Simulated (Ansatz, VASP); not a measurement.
**Two plane-wave programs on Ir4Rh11**

```
Ir Rh
1.0
     7.63412    0.00000    0.00000
     0.00000    7.63412    0.00000
     0.00000    0.00000    3.81706
Ir Rh
4 11
Cartesian
  0.0097 0.0097 0.0000
  0.0097 3.8074 0.0000
  3.8074 0.0097 0.0000
  3.8074 3.8074 0.0000
  0.0057 1.9085 1.9085
  1.9085 0.0057 1.9085
  0.0053 5.7256 1.9085
  1.9085 3.8114 1.9085
  1.9085 5.7256 0.0000
  3.8114 1.9085 1.9085
  5.7256 0.0053 1.9085
  5.7256 1.9085 0.0000
  3.8117 5.7256 1.9085
  5.7256 3.8117 1.9085
  5.7256 5.7256 0.0000
```

Alike in both runs: functional LDA; k mesh 2 × 2 × 4; occupations fermi-dirac, width 0.15 eV; no spin polarisation.

Ansatz relaxed the structure, and its values are those at the end. VASP's run is a single point on that final structure, the one shown.

|  | VASP | Ansatz |
| --- | --- | --- |
| version | VASP 6.6.1 | Ansatz 0.2.0 |
| potentials or method | VASP PAW LDA potentials, release 64 (Ir, Rh_pv) | plane waves, PAW |
| plane-wave cutoff (eV) | 400 | 420 |
| valence electrons in the cell | 201 | 255 |

```tsv
	VASP	Ansatz	Ansatz less VASP
gap on the k mesh at the Fermi level (eV)	none	none	-
rms of the force components (eV/Å)	0.014	0.017	+0.0033
```

LDA's correlation is that of Perdew and Zunger in VASP and of Perdew and Wang (1992) in Ansatz. A gap of «none» marks a metal or a gap that the smearing closes. VASP's potentials hold 201 valence electrons a cell and Ansatz's 255, so a difference there can come from the potentials and not from the codes.

The k mesh is coarse, so the values compare programs but aren't converged. Spin-orbit coupling is off throughout.
